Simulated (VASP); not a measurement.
Wanted: the native input for a VASP 6.6.1 run.

```yaml
Task: single point
Functional: PBE
Potentials_or_basis: VASP PAW PBE potentials, release 64 (Zn, Te, P, Pt)
Cutoff: 520 eV
k_mesh: 3 × 3 × 3
Occupations: gaussian, width 0.2 eV
Spin: no spin polarisation
Dipole_correction: no
Further_INCAR_settings: ALGO = Fast; EDIFF = 1e-07; NBANDS = 34
```

The structure of ZnTe3P2Pt lies in POSCAR:

```
ZnTe3P2Pt
1.0
    5.6383539777      0.0000000000      0.0000000000
    0.0000000000      5.6383539777      0.0000000000
    0.0000000000      0.0000000000      5.4973093393
Zn Te P Pt
1 3 2 1
Direct
    0.0000000000      0.0000000000      0.5000000000
    0.0000000000      0.5000000000      0.0000000000
    0.5000000000      0.0000000000      0.0000000000
    0.0000000000      0.0000000000      0.0000000000
    0.0000000000      0.5000000000      0.5000000000
    0.5000000000      0.0000000000      0.5000000000
    0.5000000000      0.5000000000      0.0000000000
```

The cell was generated, and may not be a known phase.

One way to write it, as run:

INCAR

```
ALGO = Fast ; EDIFF = 1E-7
ENCUT = 520 ; GGA = PE
ISIF = 2 ; ISMEAR = 0
LASPH = True ; LCHARG = False
LREAL = False ; LWAVE = False
NBANDS = 34 ; NELM = 60
PREC = Accurate ; SIGMA = 0.2
```

KPOINTS

```
k-points
0
Gamma
  3 3 3
```

Potentials or basis: VASP PAW PBE potentials, release 64 (Zn, Te, P, Pt).

Run with:

```console
$ cat potpaw_PBE.64/Zn/POTCAR potpaw_PBE.64/Te/POTCAR potpaw_PBE.64/P/POTCAR potpaw_PBE.64/Pt/POTCAR > POTCAR
$ mpirun -np 1 vasp_std > vasp.out
```

It gave:

```json
{"Pressure": "0.1 GPa", "Band gap on the k mesh": "zero (bands 25 and 26 overlap by 0.61 eV)"}
```

Caveat: the k points lie up to 0.38 Å⁻¹ apart, too coarse for converged energies and pressures of a metal; spin-orbit coupling is left out, which moves the levels of the heavy elements.

It took 56 s on 1 thread of Oxide Virtual Turin-like Processor, with other jobs on the host, peak memory 0.24 GiB.
